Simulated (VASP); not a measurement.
# ZrC (Fm-3m) in VASP: further runs, part 2 of 2

VASP 6.6.1. Earlier steps stand in the parts before.

## (4) Single point, revPBE+D4 (volume scaled by 0.98)

INCAR

```
SYSTEM = ZrC
  ALGO = Normal
  EDIFF = 1E-6
  ENCUT = 520
  GGA = RE
  ISIF = 2
  ISMEAR = 0
  IVDW = 13
  LASPH = .True.
  LCHARG = .False.
  LREAL = .False.
  LWAVE = .False.
  NBANDS = 15
  NELM = 100
  PREC = Accurate
  SIGMA = 0.05
```

KPOINTS

```
k-points
0
Gamma
  8 8 8
  0 0 0
```

POSCAR

```
ZrC
1.0
    0.0000000000      2.3248276859      2.3248276859
    2.3248276859      0.0000000000      2.3248276859
    2.3248276859      2.3248276859      0.0000000000
Zr C
1 1
Direct
    0.5000000000      0.5000000000      0.5000000000
    0.0000000000      0.0000000000      0.0000000000
```

Potentials or basis: VASP PAW PBE potentials, release 64 (Zr_sv, C).

Launch:

```sh
cat potpaw_PBE.64/Zr_sv/POTCAR potpaw_PBE.64/C/POTCAR > POTCAR
mpirun -np 1 vasp_std > vasp.out
```

OUTCAR:

```text
SYSTEM = ZrC
   EDIFF = 1E-6
   ENCUT = 520
   GGA = RE
   ISIF = 2
   ISMEAR = 0
   IVDW = 13
   LASPH = .True.
   LREAL = .False.
   NELM = 100
   PREC = Accurate

 ion  position               nearest neighbor table
   1  0.500  0.500  0.500-   2 2.32   2 2.32   2 2.32   2 2.32   2 2.32   2 2.32
   2  0.000  0.000  0.000-   1 2.32   1 2.32   1 2.32   1 2.32   1 2.32   1 2.32

  LATTYP: Found a face centered cubic cell.
 ALAT       =     4.6496553718

  Lattice vectors:

 A1 = (   0.0000000000,   2.3248276859,   2.3248276859)
 A2 = (   2.3248276859,   0.0000000000,   2.3248276859)
 A3 = (   2.3248276859,   2.3248276859,   0.0000000000)
[... 617 lines left out ...]

  DFT-D4 for vdW energy calculation

  Edisp (eV):   -0.87889

  FORCE on cell =-STRESS in cart. coord.  units (eV):
  Direction    XX          YY          ZZ          XY          YZ          ZX
  --------------------------------------------------------------------------------------
  -------------------------------------------------------------------------------------
  Total       0.78334     0.78334     0.78334    -0.00000     0.00000     0.00000
  in kB      49.94091    49.94091    49.94091    -0.00000     0.00000     0.00000
  external pressure =       49.94 kB  Pullay stress =        0.00 kB

 VOLUME and BASIS-vectors are now :
 -----------------------------------------------------------------------------
  energy-cutoff  :      520.00
  volume of cell :       25.13
      direct lattice vectors                 reciprocal lattice vectors
     0.000000000  2.324827686  2.324827686    -0.215069703  0.215069703  0.215069703
     2.324827686  0.000000000  2.324827686     0.215069703 -0.215069703  0.215069703
     2.324827686  2.324827686  0.000000000     0.215069703  0.215069703 -0.215069703

 POSITION                                       TOTAL-FORCE (eV/Angst)
 -----------------------------------------------------------------------------------
      2.32483      2.32483      2.32483         0.000000     -0.000000     -0.000000
      0.00000      0.00000      0.00000        -0.000000      0.000000      0.000000
 -----------------------------------------------------------------------------------
    total drift:                                0.000000     -0.000000      0.000000

  FREE ENERGIE OF THE ION-ELECTRON SYSTEM (eV)
  ---------------------------------------------------
  free  energy   TOTEN  =       -19.5485366039 eV

  energy  without entropy=      -19.5477775353  energy(sigma->0) =      -19.54815707
```

OSZICAR:

```text
N       E                     dE             d eps       ncg     rms          rms(c)
DAV:   1     0.101035500971E+03    0.10104E+03   -0.85534E+03   870   0.109E+03
DAV:   2    -0.160814296689E+02   -0.11712E+03   -0.10976E+03  1108   0.290E+02
DAV:   3    -0.218693953993E+02   -0.57880E+01   -0.57424E+01  1435   0.543E+01
DAV:   4    -0.220063915173E+02   -0.13700E+00   -0.13698E+00  1053   0.518E+00
DAV:   5    -0.220070976920E+02   -0.70617E-03   -0.70617E-03  1097   0.420E-01    0.216E+01
DAV:   6    -0.187313985991E+02    0.32757E+01   -0.59538E+00  1026   0.224E+01    0.751E+00
DAV:   7    -0.186765568014E+02    0.54842E-01   -0.61689E-01   997   0.560E+00    0.646E+00
DAV:   8    -0.187030356667E+02   -0.26479E-01   -0.29078E-01  1032   0.427E+00    0.510E+00
DAV:   9    -0.186717598336E+02    0.31276E-01   -0.47581E-02   954   0.159E+00    0.128E+00
DAV:  10    -0.186696780015E+02    0.20818E-02   -0.89685E-03  1108   0.741E-01    0.184E-01
DAV:  11    -0.186696523653E+02    0.25636E-04   -0.30167E-04   940   0.162E-01    0.535E-02
DAV:  12    -0.186696461810E+02    0.61843E-05   -0.53378E-06  1160   0.209E-02    0.141E-02
DAV:  13    -0.186696443121E+02    0.18689E-05   -0.19627E-06   989   0.113E-02    0.215E-03
DAV:  14    -0.186696441519E+02    0.16019E-06   -0.60035E-08   554   0.202E-03
   1 F= -.19548537E+02 E0= -.19548157E+02  d E =-.759069E-03
```

It took 17 s on 1 thread of Intel Xeon 8259CL, shared host; peak memory 0.14 GiB.

What came out:

| Property | Result |
| --- | --- |
| Free energy | -19.5485 eV |
| Pressure | 5.0 GPa |
| Band gap on the k mesh | zero (band 8 reaches 11.01 eV, above the bottom of band 9 at 9.69 eV) |
| Dispersion energy per atom | -0.439 eV |

Caveat: the cell differs from its parent crystal (volume scaled by 0.98); the PAW data sets were made with another functional, which shifts forces and pressure a little; pairwise dispersion overbinds metals, which lowers pressure and volume.

## (5) Single point, revPBE+D4 (volume scaled by 0.96)

INCAR

```
PREC = Accurate
ENCUT = 520
EDIFF = 1E-6
ISMEAR = 0
SIGMA = 0.05
LREAL = False
LASPH = True
NELM = 60
ALGO = Normal
ISIF = 2
LWAVE = False
LCHARG = True
GGA = RE
IVDW = 13
LELF = True
LVHAR = True
NBANDS = 15
```

KPOINTS

```
regular mesh
0
Gamma
  8 8 8
```

POSCAR

```
ZrC
1.0
    0.0000000000      2.3089037089      2.3089037089
    2.3089037089      0.0000000000      2.3089037089
    2.3089037089      2.3089037089      0.0000000000
Zr C
1 1
Direct
    0.5000000000      0.5000000000      0.5000000000
    0.0000000000      0.0000000000      0.0000000000
```

Launch:

```sh
cat potpaw_PBE.64/Zr_sv/POTCAR potpaw_PBE.64/C/POTCAR > POTCAR
mpirun -np 1 vasp_std > vasp.out
```

Wall time 16 s (1 thread of Intel Xeon 8259CL, shared host); peak memory 0.14 GiB.

Results (log left out):

```yaml
Free_energy: -19.5239 eV
Pressure: 10.3 GPa
Band_gap_on_the_k_mesh: zero (band 8 reaches 11.26 eV, above the bottom of band 9 at 9.93 eV)
Dispersion_energy_per_atom: -0.451 eV
```

Levels at points of the mesh, in eV from the Fermi level:
| k point | band 4 | band 5 | band 6 | band 7 | band 8 | band 9 | band 10 | band 11 | band 12 | band 13 |
| --- | --- | --- | --- | --- | --- | --- | --- | --- | --- | --- |
| (0.00, 0.00, 0.00) | -25.53 | -11.46 | 1.02 | 1.02 | 1.02 | 1.19 | 1.19 | 1.19 | 3.03 | 3.03 |
| (0.50, 0.00, 0.00) | -25.62 | -8.13 | -5.44 | -3.05 | -3.05 | 4.86 | 4.86 | 5.75 | 6.83 | 10.86 |
| (0.50, 0.50, 0.00) | -25.87 | -10.35 | -1.90 | -1.86 | 0.19 | 0.19 | 4.79 | 6.12 | 6.12 | 8.71 |

Caveat: the cell differs from its parent crystal (volume scaled by 0.96); the PAW data sets were made with another functional, which shifts forces and pressure a little; pairwise dispersion overbinds metals, which lowers pressure and volume.

## (6) Single point, revPBE+D4

This run uses another cell than the first one, of 12.98 Å³/atom, 1.019 times its volume.

INCAR

```
PREC = Accurate
ENCUT = 520
EDIFF = 1E-6
ISMEAR = 0
SIGMA = 0.05
LREAL = False
LASPH = True
NELM = 80
ALGO = Normal
ISIF = 2
LWAVE = False
LCHARG = False
GGA = RE
IVDW = 13
NBANDS = 15
```

KPOINTS is that of step 5.

POSCAR

```
ZrC
1.0
    0.0000000000      2.3502127467      2.3502127467
    2.3502127467      0.0000000000      2.3502127467
    2.3502127467      2.3502127467      0.0000000000
Zr C
1 1
Direct
    0.5000000000      0.5000000000      0.5000000000
    0.0000000000      0.0000000000      0.0000000000
```

Potentials or basis: VASP PAW PBE potentials, release 64 (Zr_sv, C).

Launch:

```sh
cat potpaw_PBE.64/Zr_sv/POTCAR potpaw_PBE.64/C/POTCAR > POTCAR
mpirun -np 1 vasp_std > vasp.out
```

It took 29 s on 1 thread of Intel Xeon 8259CL, shared host; peak memory 0.16 GiB.

Results (log left out):

```yaml
Free_energy: -19.5550 eV
Pressure: -2.5 GPa
Band_gap_on_the_k_mesh: zero (band 8 reaches 10.62 eV, above the bottom of band 9 at 9.31 eV)
Dispersion_energy_per_atom: -0.422 eV
```

Levels at points of the mesh, in eV from the Fermi level:
```tsv
k point	band 4	band 5	band 6	band 7	band 8	band 9	band 10	band 11	band 12	band 13
(0.00, 0.00, 0.00)	-25.79	-11.29	0.99	0.99	0.99	1.16	1.16	1.16	2.86	2.86
(0.50, 0.00, 0.00)	-25.87	-8.24	-5.24	-2.88	-2.88	4.56	4.56	5.40	6.57	10.19
(0.50, 0.50, 0.00)	-26.07	-10.14	-2.02	-1.70	0.11	0.11	4.49	5.72	5.72	8.02
```

Caveat: the PAW data sets were made with another functional, which shifts forces and pressure a little; pairwise dispersion overbinds metals, which lowers pressure and volume.

## (7) Summary

```csv
cell,gap on the mesh (eV),pressure (GPa)
"a = 3.303 Å, angles 60.0°, 2 atoms",none,1.6
"a = 3.310 Å, angles 60.0°, 2 atoms",none,0.2
"a = 3.288 Å, angles 60.0°, 2 atoms",none,5.0
"a = 3.265 Å, angles 60.0°, 2 atoms",none,10.3
"a = 3.324 Å, angles 60.0°, 2 atoms",none,-2.5
```

Alike in all rows: task single point; level revPBE+D4; potentials or basis VASP PAW PBE potentials, release 64 (Zr_sv, C); no spin polarisation; k mesh 8 × 8 × 8; cutoff (eV) 520; smearing gaussian 0.05 eV.

Caveats: the PAW data sets were made with another functional, which shifts forces and pressure a little; pairwise dispersion overbinds metals, which lowers pressure and volume.

Absolute energies hang on the potentials; compare differences alone.
